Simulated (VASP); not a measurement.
# HfB (Fm-3m) in VASP: a series of runs

Runs on HfB. Level: LDA. Tasks: single point.

Program: VASP 6.6.1. These are calculated values, not measurements. Logs are shortened: lines on timing, memory, paths and dates and some standing lists are left out, and cuts for length are marked.

## 1. The cell of the first run

It takes space group Fm-3m (No. 225, cubic). Conventional cell: a = 4.526 Å, b = 4.526 Å, c = 4.526 Å, α = 90.00°, β = 90.00°, γ = 90.00°. Within 3.0 Å of Hf (site symmetry m-3m) lie 6 B at 2.26 Å. Within 3.0 Å of B (site symmetry m-3m) lie 6 Hf at 2.26 Å.

## 2. Single point, LDA

Input file INCAR:

```
PREC = Accurate ; ENCUT = 520
EDIFF = 1E-6 ; ISMEAR = 1
SIGMA = 0.05 ; LREAL = False
LASPH = True ; NELM = 60
ALGO = Normal ; ISIF = 2
LWAVE = False ; LCHARG = False
GGA = CA ; NBANDS = 14
```

Input file KPOINTS:

```
regular mesh
0
Gamma
  11 11 11
```

Input file POSCAR:

```
HfB
1.0
    0.0000000000      2.2628439111      2.2628439111
    2.2628439111      0.0000000000      2.2628439111
    2.2628439111      2.2628439111      0.0000000000
Hf B
1 1
Direct
    0.5000000000      0.5000000000      0.5000000000
    0.0000000000      0.0000000000      0.0000000000
```

Potentials or basis: VASP PAW LDA potentials, release 64 (Hf_pv, B).

Run with:

```sh
$ cat potpaw_LDA.64/Hf_pv/POTCAR potpaw_LDA.64/B/POTCAR > POTCAR
$ mpirun -np 1 vasp_std > vasp.out
```

OUTCAR:

```text
PREC = Accurate
   ENCUT = 520
   EDIFF = 1E-6
   ISMEAR = 1
   LREAL = False
   LASPH = True
   NELM = 60
   ISIF = 2
   GGA = CA

 ion  position               nearest neighbor table
   1  0.500  0.500  0.500-   2 2.26   2 2.26   2 2.26   2 2.26   2 2.26   2 2.26
   2  0.000  0.000  0.000-   1 2.26   1 2.26   1 2.26   1 2.26   1 2.26   1 2.26

  LATTYP: Found a face centered cubic cell.
 ALAT       =     4.5256878222

  Lattice vectors:

 A1 = (   0.0000000000,   2.2628439111,   2.2628439111)
 A2 = (   2.2628439111,   0.0000000000,   2.2628439111)
 A3 = (   2.2628439111,   2.2628439111,   0.0000000000)

Analysis of symmetry for initial positions (statically):
=====================================================================
 Subroutine PRICEL returns:
 Original cell was already a primitive cell.

 Routine SETGRP: Setting up the symmetry group for a
 face centered cubic supercell.

 Subroutine GETGRP returns: Found 48 space group operations
 (whereof 48 operations were pure point group operations)
 out of a pool of 48 trial point group operations.

The static configuration has the point symmetry O_h .

Analysis of symmetry for dynamics (positions and initial velocities):
=====================================================================
 Subroutine PRICEL returns:
 Original cell was already a primitive cell.

 Routine SETGRP: Setting up the symmetry group for a
 face centered cubic supercell.

 Subroutine GETGRP returns: Found 48 space group operations
 (whereof 48 operations were pure point group operations)
 out of a pool of 48 trial point group operations.

The dynamic configuration has the point symmetry O_h .

 Subroutine INISYM returns: Found 48 space group operations
 (whereof 48 operations are pure point group operations),
 and found     1 'primitive' translations

----------------------------------------------------------------------------------------

                                     Primitive cell

  volume of cell :      23.1736

  direct lattice vectors                    reciprocal lattice vectors
     0.000000000  2.262843911  2.262843911    -0.220960888  0.220960888  0.220960888
     2.262843911  0.000000000  2.262843911     0.220960888 -0.220960888  0.220960888
     2.262843911  2.262843911  0.000000000     0.220960888  0.220960888 -0.220960888

  length of vectors
     3.200144549  3.200144549  3.200144549     0.382715484  0.382715484  0.382715484

  position of ions in fractional coordinates (direct lattice)
     0.500000000  0.500000000  0.500000000
     0.000000000  0.000000000  0.000000000

  ion indices of the primitive-cell ions
   primitive index   ion index
[... 87 lines left out ...]
   EMIN   =  10.00;   EMAX   =-10.00  energy-range for DOS
   EFERMI =   0.00;   METHOD = LEGACY
   ISMEAR =     1;   SIGMA  =   0.05  broadening in eV -4-tet -1-fermi 0-gaus
   EFERMI_NEDOS =   21; number of points for ismear=-14 and -15
   IALGO  =     38    algorithm
   IMIX   =      4    mixing-type and parameters
     AMIX     =   0.40;   BMIX     =  1.00
     AMIX_MAG =   1.60;   BMIX_MAG =  1.00
  volume/ion in A,a.u.               =      11.59        78.19
  Fermi-wavevector in a.u.,A,eV,Ry     =   1.350179  2.551468 24.803194  1.822983
  Thomas-Fermi vector in A             =   2.477705
   LORBIT       =      0    0 simple, 1 ext, 2 COOP (PROOUT), +10 PAW based schemes
   GGA     = CA    functional components
   LHFCALC =     F    Hartree Fock is set to
   AEXX    =    0.0000 exact exchange contribution
   IVDW    =     0    specifies the selected vdW correction
   LEPSILON=     F    determine dielectric tensor
   LRPA    =     F    only Hartree local field effects (RPA)
 non-spin polarized calculation
 Methfessel and Paxton  Order N= 1 SIGMA  =   0.05
  energy-cutoff  :      520.00
  volume of cell :       23.17
 maximum number of plane-waves:       635
   NGX = 11   NGY = 11   NGZ = 11

 number of electron      13.0000000 magnetization

 Free energy of the ion-electron system (eV)
  ---------------------------------------------------
  ext. energy  EPLUGINS =         0.00000000
  ---------------------------------------------------
  free energy    TOTEN  =       -18.60264752 eV

  energy without entropy =      -18.60266818  energy(sigma->0) =      -18.60265441

 E-fermi :   5.5697     XC(G=0): -12.7473

 val. band max:        5.5621986445   @ k =  -0.1818   0.0909   0.0000
 cond. band min:       5.5948116533   @ k =   0.1818   0.0909   0.0000
 fundamental gap:      0.0326130088
 Fermi energy:         5.5696864656

 k-point     1 :       0.0000    0.0000    0.0000
  band No.  band energies     occupation
      1     -22.3247      2.00000
      2     -22.3247      2.00000
      3     -22.3247      2.00000
      4      -4.1063      2.00000
      5       7.6898      0.00000
      6       7.6898      0.00000
      7       7.6898      0.00000
      8       9.6567      0.00000
      9       9.6567      0.00000
     10       9.6567      0.00000
     11       9.9128      0.00000
     12       9.9128      0.00000
     13      17.5131      0.00000
     14      19.5941      0.00000
[... 377 lines left out ...]
      1     -22.8444      2.00000
      2     -22.5374      2.00000
      3     -22.3655      2.00000
      4      -1.6954      2.00000
      5       3.9810      2.00000
      6       4.9387      2.00000
      7       4.9435      2.00000
      8       9.1472      0.00000
      9      11.6504      0.00000
     10      12.0426      0.00000
     11      14.1098      0.00000
     12      18.5244      0.00000
     13      19.2757      0.00000
     14      20.1360      0.00000

 [... further k-points ...]

------------------------ aborting loop because EDIFF is reached ----------------------------------------

  FORCE on cell =-STRESS in cart. coord.  units (eV):
  Direction    XX          YY          ZZ          XY          YZ          ZX
  --------------------------------------------------------------------------------------
  -------------------------------------------------------------------------------------
  Total        5.5137701      5.5137701      5.5137701      0.0000000      0.0000000      0.0000000
  in kB      381.2110216    381.2110216    381.2110216      0.0000000      0.0000000      0.0000000
  external PRESSURE =     381.2110216 kB  Pullay stress =       0.0000000 kB

 VOLUME and BASIS-vectors are now :
 -----------------------------------------------------------------------------
  energy-cutoff  :      520.00
  volume of cell :       23.17
      direct lattice vectors                 reciprocal lattice vectors
     0.000000000  2.262843911  2.262843911    -0.220960888  0.220960888  0.220960888
     2.262843911  0.000000000  2.262843911     0.220960888 -0.220960888  0.220960888
     2.262843911  2.262843911  0.000000000     0.220960888  0.220960888 -0.220960888

 POSITION                                       TOTAL-FORCE (eV/Angst)
 -----------------------------------------------------------------------------------
      2.26284      2.26284      2.26284        -0.000000     -0.000000     -0.000000
      0.00000      0.00000      0.00000         0.000000      0.000000      0.000000
 -----------------------------------------------------------------------------------
    total drift:                                0.000000     -0.000000      0.000000

  FREE ENERGIE OF THE ION-ELECTRON SYSTEM (eV)
  ---------------------------------------------------
  free  energy   TOTEN  =       -18.6026475196 eV

  energy  without entropy=      -18.6026681807  energy(sigma->0) =      -18.60265441
```

OSZICAR:

```text
N       E                     dE             d eps       ncg     rms          rms(c)
DAV:   1     0.218511746386E+02    0.21851E+02   -0.71166E+03  1568   0.879E+02
DAV:   2    -0.192683557938E+02   -0.41120E+02   -0.38993E+02  1930   0.197E+02
DAV:   3    -0.202476595393E+02   -0.97930E+00   -0.97517E+00  1988   0.210E+01
DAV:   4    -0.202505664882E+02   -0.29069E-02   -0.29067E-02  1808   0.142E+00
DAV:   5    -0.202505793683E+02   -0.12880E-04   -0.12880E-04  1948   0.847E-02    0.739E+01
DAV:   6    -0.186550500389E+02    0.15955E+01   -0.25310E+00  1976   0.998E+00    0.464E+01
DAV:   7    -0.186607414819E+02   -0.56914E-02   -0.13721E+00  1964   0.618E+00    0.895E+00
DAV:   8    -0.186027591534E+02    0.57982E-01   -0.19106E-01  1802   0.269E+00    0.892E-01
DAV:   9    -0.186026476603E+02    0.11149E-03   -0.68842E-03  1898   0.617E-01    0.183E-01
DAV:  10    -0.186026481468E+02   -0.48650E-06   -0.58348E-05  1928   0.547E-02    0.143E-01
DAV:  11    -0.186026475196E+02    0.62718E-06   -0.65250E-06  1880   0.161E-02
   1 F= -.18602648E+02 E0= -.18602654E+02  d E =0.206611E-04
```

Run time: 16 s. Hardware: 1 thread of Intel Xeon 8259CL, shared host; peak memory 0.14 GiB.

What came out:

```
Free energy : -18.6026 eV
Pressure    : 38.1 GPa
```

Levels at points of the mesh, in eV from the Fermi level:
```
           k point  band 5  band 6  band 7  band 8  band 9  band 10
(0.00, 0.00, 0.00)    2.12    2.12    2.12    4.09    4.09     4.09
```

Caveat: spin-orbit coupling is left out, which moves the levels of the heavy elements.

## 3. Single point, LDA

This run uses another cell than the first one, of 11.96 Å³/atom, 1.032 times its volume.

Input file INCAR:

```
SYSTEM = HfB
ALGO = Normal
EDIFF = 1E-6
ENCUT = 520
ISIF = 2
ISMEAR = 1
LASPH = .TRUE.
LCHARG = .TRUE.
LELF = .TRUE.
LREAL = .FALSE.
LVHAR = .TRUE.
LWAVE = .FALSE.
NBANDS = 14
NELM = 100
PREC = Accurate
SIGMA = 0.05
```

Input file KPOINTS:

```
k-points
0
G
  11 11 11
  0 0 0
```

Input file POSCAR:

```
HfB
1.0
    0.0000000000      2.2866650713      2.2866650713
    2.2866650713      0.0000000000      2.2866650713
    2.2866650713      2.2866650713      0.0000000000
Hf B
1 1
Direct
    0.5000000000      0.5000000000      0.5000000000
    0.0000000000      0.0000000000      0.0000000000
```

Potentials or basis: VASP PAW LDA potentials, release 64 (Hf_pv, B).

Run with:

```sh
$ cat potpaw_LDA.64/Hf_pv/POTCAR potpaw_LDA.64/B/POTCAR > POTCAR
$ mpirun -np 1 vasp_std > vasp.out
```

It took 17 s on 1 thread of Intel Xeon 8259CL, shared host; peak memory 0.14 GiB.

Results (log left out):

```yaml
Free_energy: -18.7559 eV
Pressure: 28.3 GPa
```

Levels at points of the mesh, in eV from the Fermi level:
```
           k point  band 4  band 5  band 6  band 7  band 8  band 9  band 10  band 11
(0.00, 0.00, 0.00)   -9.59    2.08    2.08    2.08    3.98    3.98     3.98     4.21
```

Caveat: spin-orbit coupling is left out, which moves the levels of the heavy elements.

[end of part 1 of 2]
